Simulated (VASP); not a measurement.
# CoSi2 (I4/mmm) in VASP: further runs

The runs below take CoSi2 through single point, with PBE.

Everything below comes from runs of VASP 6.6.1. Logs are shortened: lines on timing, memory, paths and dates and some standing lists are left out, and cuts for length are marked.

### Step 1. The cell of the first run

The structure is tetragonal, space group I4/mmm (No. 139). The conventional cell has a = 4.254 Å, b = 4.254 Å, c = 4.254 Å, α = 90.00°, β = 90.00°, γ = 90.00°. Within 3.1 Å of Co (site symmetry 4/mmm) lie 8 Si at 2.38 Å. Within 2.8 Å of Si (site symmetry -4m2) lie 2 Si at 2.13 Å and 4 Co at 2.38 Å.

### Step 2. Single point, PBE

INCAR reads:

```
SYSTEM = CoSi2
PREC     = Accurate       ! precision mode
ENCUT    = 520            ! plane-wave cutoff, eV
EDIFF    = 1E-7           ! SCF threshold, eV
ISMEAR   = 0              ! smearing method
SIGMA    = 0.15           ! smearing width, eV
LREAL    = .False.        ! projectors in reciprocal space
LASPH    = .True.         ! aspherical terms in the spheres
NELM     = 100            ! most SCF steps
ALGO     = Normal         ! electronic algorithm
ISIF     = 2              ! what is computed and relaxed
LWAVE    = .False.        ! write WAVECAR
LCHARG   = .True.         ! write CHGCAR
GGA      = PE             ! functional
LELF     = .True.         ! ELF
LVHAR    = .True.       
NBANDS   = 16             ! bands
```

KPOINTS reads:

```
regular mesh
0
Gamma
  18 18 18
  0 0 0
```

POSCAR reads:

```
CoSi2
1.0
    0.0000000000      3.0082813200      2.1268548933
    3.0082813200      0.0000000000      2.1268548933
    3.0082813200      3.0082813200      0.0000000000
Co Si
1 2
Direct
    0.0000000000      0.0000000000      0.0000000000
    0.2500000000      0.2500000000      0.2500000000
    0.7500000000      0.7500000000      0.7500000000
```

Potentials or basis: VASP PAW PBE potentials, release 64 (Co, Si).

Launch:

```bash
$ cat potpaw_PBE.64/Co/POTCAR potpaw_PBE.64/Si/POTCAR > POTCAR
$ mpirun -np 1 vasp_std > vasp.out
```

OUTCAR:

```text
SYSTEM = CoSi2
   PREC = Accurate
   ENCUT = 520
   EDIFF = 1E-7
   ISMEAR = 0
   LREAL = .False.
   LASPH = .True.
   NELM = 100
   ISIF = 2
   GGA = PE

 ion  position               nearest neighbor table
   1  0.000  0.000  0.000-   3 2.38   3 2.38   3 2.38   2 2.38   3 2.38   2 2.38   2 2.38   2 2.38

   2  0.250  0.250  0.250-   3 2.13   3 2.13   1 2.38   1 2.38   1 2.38   1 2.38   3 3.01   3 3.01
                             3 3.01   3 3.01
   3  0.750  0.750  0.750-   2 2.13   2 2.13   1 2.38   1 2.38   1 2.38   1 2.38   2 3.01   2 3.01
                             2 3.01   2 3.01

  LATTYP: Found a body centered tetragonal cell.
 ALAT       =     4.2543522422
 C/A-ratio  =     0.9998489886

  Lattice vectors:

 A1 = (   0.0000000000,  -3.0082813200,  -2.1268548933)
 A2 = (   0.0000000000,   3.0082813200,  -2.1268548933)
 A3 = (   3.0082813200,   0.0000000000,   2.1268548933)

Analysis of symmetry for initial positions (statically):
=====================================================================
 Subroutine PRICEL returns:
 Original cell was already a primitive cell.

 Routine SETGRP: Setting up the symmetry group for a
 body centered tetragonal supercell.

 Subroutine GETGRP returns: Found 16 space group operations
 (whereof 16 operations were pure point group operations)
 out of a pool of 16 trial point group operations.

The static configuration has the point symmetry D_4h.

Analysis of symmetry for dynamics (positions and initial velocities):
=====================================================================
 Subroutine PRICEL returns:
 Original cell was already a primitive cell.

 Routine SETGRP: Setting up the symmetry group for a
 body centered tetragonal supercell.

 Subroutine GETGRP returns: Found 16 space group operations
 (whereof 16 operations were pure point group operations)
 out of a pool of 16 trial point group operations.

The dynamic configuration has the point symmetry D_4h.

 Subroutine INISYM returns: Found 16 space group operations
 (whereof 16 operations are pure point group operations),
 and found     1 'primitive' translations

----------------------------------------------------------------------------------------

                                     Primitive cell

  volume of cell :      38.4950

  direct lattice vectors                    reciprocal lattice vectors
     0.000000000  3.008281320  2.126854893    -0.166207860  0.166207860  0.235088911
     3.008281320  0.000000000  2.126854893     0.166207860 -0.166207860  0.235088911
     3.008281320  3.008281320  0.000000000     0.166207860  0.166207860 -0.235088911

  length of vectors
     3.684191667  3.684191667  4.254352242     0.332440824  0.332440824  0.332440824

  position of ions in fractional coordinates (direct lattice)
     0.000000000  0.000000000  0.000000000
     0.250000000  0.250000000  0.250000000
     0.750000000  0.750000000  0.750000000

  ion indices of the primitive-cell ions
   primitive index   ion index
                 1           1
                 2           2
                 3           3

----------------------------------------------------------------------------------------

 KPOINTS: regular mesh

Automatic generation of k-mesh.
 Grid dimensions read from file:
 generate k-points for:   18   18   18

 Generating k-lattice:

  Cartesian coordinates                     Fractional coordinates (reciprocal lattice)
    -0.009233770  0.009233770  0.013060495     0.055555556  0.000000000  0.000000000
     0.009233770 -0.009233770  0.013060495     0.000000000  0.055555556  0.000000000
     0.009233770  0.009233770 -0.013060495     0.000000000  0.000000000  0.055555556

  Length of vectors
     0.018468935  0.018468935  0.018468935

  Shift w.r.t. Gamma in fractional coordinates (k-lattice)
     0.000000000  0.000000000  0.000000000

 Subroutine IBZKPT returns following result:
 ===========================================

 Found    480 irreducible k-points:

 Following reciprocal coordinates:
            Coordinates               Weight
  0.000000  0.000000  0.000000      1.000000
  0.055556 -0.000000  0.000000      8.000000
  0.111111 -0.000000  0.000000      8.000000
  0.166667 -0.000000  0.000000      8.000000
  0.222222  0.000000  0.000000      8.000000
  0.277778  0.000000  0.000000      8.000000
[... 16 lines left out ...]
 -0.277778  0.055556  0.000000      8.000000
 -0.222222  0.055556  0.000000      8.000000
 [... further k-points ...]
   k-points           NKPTS =    480   k-points in BZ     NKDIM =    480   number of bands    NBANDS=     16
   number of dos      NEDOS =    301   number of ions     NIONS =      3
   total plane-waves  NPLWV =  25088
   dimension x,y,z NGX =    28 NGY =   28 NGZ =   32
   dimension x,y,z NGXF=    56 NGYF=   56 NGZF=   64
   ions per type =               1   2
   NGX,Y,Z   is equivalent  to a cutoff of  12.63, 12.63, 12.50 a.u.
   NGXF,Y,Z  is equivalent  to a cutoff of  25.27, 25.27, 25.01 a.u.
 SYSTEM =  CoSi2
   PREC   = accura    normal or accurate (medium, high low for compatibility)
   ISTART =      0    job   : 0-new  1-cont  2-samecut
   ICHARG =      2    charge: 1-file 2-atom 10-const
   ISPIN  =      1    spin polarized calculation?
   LNONCOLLINEAR =      F non collinear calculations
   LSORBIT =      F    spin-orbit coupling
   LASPH  =      T    aspherical Exc in radial PAW
   ENCUT  =  520.0 eV  38.22 Ry    6.18 a.u.   6.85  6.85  7.91*2*pi/ulx,y,z
   NELM   =    100;   NELMIN=  2; NELMDL= -5     # of ELM steps
   EDIFF  = 0.1E-06   stopping-criterion for ELM
   LREAL  =      F    real-space projection
   EDIFFG = 0.1E-05   stopping-criterion for IOM
   NSW    =      0    number of steps for IOM
   IBRION =     -1    ionic relax: 0-MD 1-quasi-New 2-CG
   NFREE  =      0    steps in history (QN), initial steepest desc. (CG)
   ISIF   =      2    stress and relaxation
   ISYM   =      2    0-nonsym 1-usesym 2-fastsym
   POTIM  = 0.5000    time-step for ionic-motion
   TEBEG  =    0.0;   TEEND  =   0.0 temperature during run
   PSTRESS=    0.0 pullay stress
   NELECT =      17.0000    total number of electrons
   NUPDOWN=      -1.0000    fix difference up-down
   EMIN   =  10.00;   EMAX   =-10.00  energy-range for DOS
   EFERMI =   0.00;   METHOD = LEGACY
   ISMEAR =     0;   SIGMA  =   0.15  broadening in eV -4-tet -1-fermi 0-gaus
   EFERMI_NEDOS =   21; number of points for ismear=-14 and -15
   IALGO  =     38    algorithm
   IMIX   =      4    mixing-type and parameters
     AMIX     =   0.40;   BMIX     =  1.00
     AMIX_MAG =   1.60;   BMIX_MAG =  1.00
  volume/ion in A,a.u.               =      12.83        86.59
  Fermi-wavevector in a.u.,A,eV,Ry     =   1.246684  2.355890 21.146444  1.554220
  Thomas-Fermi vector in A             =   2.380850
   LORBIT       =      0    0 simple, 1 ext, 2 COOP (PROOUT), +10 PAW based schemes
   GGA     = PE    functional components
   LHFCALC =     F    Hartree Fock is set to
   AEXX    =    0.0000 exact exchange contribution
   IVDW    =     0    specifies the selected vdW correction
   LEPSILON=     F    determine dielectric tensor
   LRPA    =     F    only Hartree local field effects (RPA)
 non-spin polarized calculation
 Gauss-broadening in eV      SIGMA  =   0.15
  energy-cutoff  :      520.00
  volume of cell :       38.50
 maximum number of plane-waves:      1055
   NGX = 13   NGY = 13   NGZ = 15

 number of electron      17.0000000 magnetization

 Free energy of the ion-electron system (eV)
  ---------------------------------------------------
  ext. energy  EPLUGINS =         0.00000000
  ---------------------------------------------------
  free energy    TOTEN  =       -17.57155767 eV

  energy without entropy =      -17.55751772  energy(sigma->0) =      -17.56453769

 E-fermi :   9.8698     XC(G=0): -11.7365

 val. band max:        9.8632261102   @ k =   0.3889   0.1111   0.0000
 cond. band min:       9.8712692493   @ k =   0.4444   0.3333   0.0556
 fundamental gap:      0.0080431390
 Fermi energy:         9.8698067013

 k-point     1 :       0.0000    0.0000    0.0000
  band No.  band energies     occupation
      1      -3.4913      2.00000
      2       5.1225      2.00000
      3       6.9875      2.00000
      4       6.9875      2.00000
      5       7.4814      2.00000
      6       8.6292      2.00000
[... 8 lines left out ...]
     15      15.3500      0.00000
     16      16.0295      0.00000

 k-point     2 :       0.0556   -0.0000    0.0000
  band No.  band energies     occupation
      1      -3.4435      2.00000
      2       5.0553      2.00000
      3       6.9439      2.00000
      4       6.9782      2.00000
      5       7.4646      2.00000
      6       8.6168      2.00000
[... 8 lines left out ...]
     15      15.5071      0.00000
     16      16.3085      0.00000

 k-point     3 :       0.1111   -0.0000    0.0000
  band No.  band energies     occupation
      1      -3.3007      2.00000
      2       4.8366      2.00000
      3       6.8492      2.00000
      4       6.9377      2.00000
      5       7.4357      2.00000
      6       8.5859      2.00000
[... 8 lines left out ...]
     15      16.0428      0.00000
     16      16.8438      0.00000

 k-point     4 :       0.1667   -0.0000    0.0000
  band No.  band energies     occupation
      1      -3.0643      2.00000
      2       4.4428      2.00000
      3       6.7683      2.00000
      4       6.8436      2.00000
      5       7.4403      2.00000
      6       8.5490      2.00000
[... 8 lines left out ...]
     15      16.9127      0.00000
     16      17.4835      0.00000
[... 324 lines left out ...]
 k-point    22 :      -0.3333    0.0556    0.0000
  band No.  band energies     occupation
      1      -1.8127      2.00000
      2       2.6604      2.00000
      3       6.3809      2.00000
      4       6.5075      2.00000
      5       7.7088      2.00000
      6       7.8209      2.00000
[... 8 lines left out ...]
     15      19.4751      0.00000
     16      19.8501      0.00000

 k-point    23 :      -0.2778    0.0556    0.0000
  band No.  band energies     occupation
      1      -2.3004      2.00000
      2       3.4451      2.00000
      3       6.5478      2.00000
      4       6.6402      2.00000
      5       7.5377      2.00000
      6       7.8389      2.00000
[... 8 lines left out ...]
     15      18.3269      0.00000
     16      19.1246      0.00000

 k-point    24 :      -0.2222    0.0556    0.0000
  band No.  band energies     occupation
      1      -2.7079      2.00000
      2       4.1484      2.00000
      3       6.6809      2.00000
      4       6.7370      2.00000
      5       7.3999      2.00000
      6       8.1118      2.00000
[... 8 lines left out ...]
     15      17.8870      0.00000
     16      18.6049      0.00000

 [... further k-points ...]
[... 5 lines left out ...]
  --------------------------------------------------------------------------------------
  -------------------------------------------------------------------------------------
  Total       -2.9755441     -2.9755441     16.6006090      0.0000000      0.0000000     -0.0000000
  in kB     -123.8432160   -123.8432160    690.9233232      0.0000000      0.0000000     -0.0000000
  external PRESSURE =     147.7456304 kB  Pullay stress =       0.0000000 kB

 VOLUME and BASIS-vectors are now :
 -----------------------------------------------------------------------------
  energy-cutoff  :      520.00
  volume of cell :       38.50
      direct lattice vectors                 reciprocal lattice vectors
     0.000000000  3.008281320  2.126854893    -0.166207860  0.166207860  0.235088911
     3.008281320  0.000000000  2.126854893     0.166207860 -0.166207860  0.235088911
     3.008281320  3.008281320  0.000000000     0.166207860  0.166207860 -0.235088911

 POSITION                                       TOTAL-FORCE (eV/Angst)
 -----------------------------------------------------------------------------------
      0.00000      0.00000      0.00000         0.000000      0.000000     -0.000000
      1.50414      1.50414      1.06343         0.000000      0.000000      0.000000
      4.51242      4.51242      3.19028        -0.000000     -0.000000     -0.000000
 -----------------------------------------------------------------------------------
    total drift:                               -0.000000      0.000000      0.000000

  FREE ENERGIE OF THE ION-ELECTRON SYSTEM (eV)
  ---------------------------------------------------
  free  energy   TOTEN  =       -17.5715576662 eV

  energy  without entropy=      -17.5575177233  energy(sigma->0) =      -17.56453769
```

Wall time 7.2 min (1 thread of Intel Xeon Platinum 8375C at 2.90GHz (Ice Lake), shared host); peak memory 0.4 GiB.

Results:

* Free energy: -17.5716 eV
* Pressure: 14.8 GPa
* Band gap on the k mesh: zero (an odd number of electrons rules out a gap without spin polarisation)

Levels at points of the mesh, in eV from the Fermi level:
```
           k point  band 5  band 6  band 7  band 8  band 9  band 10  band 11  band 12  band 13  band 14
(0.00, 0.00, 0.00)   -2.39   -1.24    0.71    1.22    1.22     1.87     3.74     3.74     5.17     5.17
(0.50, 0.00, 0.00)   -1.64   -1.53   -1.24   -1.00   -0.93     1.55     2.70     5.72     7.17     7.88
(0.50, 0.50, 0.00)   -4.90   -1.47   -1.47   -1.28   -1.27     0.17     1.62     9.03     9.03     9.54
(0.50, 0.00, 0.50)   -2.81   -2.04   -1.28   -1.01   -0.24     2.57     4.02     5.13     6.18     8.49
```

Caveat: the cell stands under pressure; the run has no spin polarisation, though such a crystal can be magnetic. Spin polarisation is off, so any magnetic state and its effect on volume and gap are missing.

(Part 1 of 3 ends here.)
